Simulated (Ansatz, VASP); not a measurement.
Two plane-wave programs on Sc2BP3

```
Sc B P
1.0
     2.63733    1.52266    4.42349
    -2.63733    1.52266    4.42349
     0.00000   -3.04532    4.42349
Sc B P
2 1 3
Direct
  0.12500 0.12500 0.12500
  0.87500 0.87500 0.87500
  0.50000 0.50000 0.50000
  0.00000 0.50000 0.50000
  0.50000 0.00000 0.50000
  0.50000 0.50000 0.00000
```

Change from the starting cell: species swapped into the Sm2Fe3Ru type (R-3m, No. 166).

Alike in both runs: task single point; functional PBE; k mesh 6 × 6 × 6; occupations gaussian, width 0.1 eV; no spin polarisation.

|  | VASP | Ansatz |
| --- | --- | --- |
| version | VASP 6.6.1 | Ansatz 0.2.0 |
| potentials or method | VASP PAW PBE potentials, release 64 (Sc_sv, B, P), cutoff 520 eV | scalar-relativistic, plane waves, PAW |
| valence electrons in the cell | 40 | 40 |

VASP gave:

| Item | Value |
| --- | --- |
| gap on the k mesh at the Fermi level (eV) | none |
| pressure (GPa) | -11.9 |
| traceless stress, the component that is largest in VASP (GPa) | -1.33 |
| rms of the force components (eV/Å) | 0.049 |

Question: What did Ansatz give for the same quantities?

Answer: gap on the k mesh at the Fermi level (eV): none; pressure (GPa): -11.9; traceless stress, the component that is largest in VASP (GPa): -1.37; rms of the force components (eV/Å): 0.049.

Atom by atom the forces differ by 0.000 eV/Å (rms over components). A gap of «none» marks a metal or a gap that the smearing closes. The functional is the same, so the differences come from potentials, cutoffs and numerics.
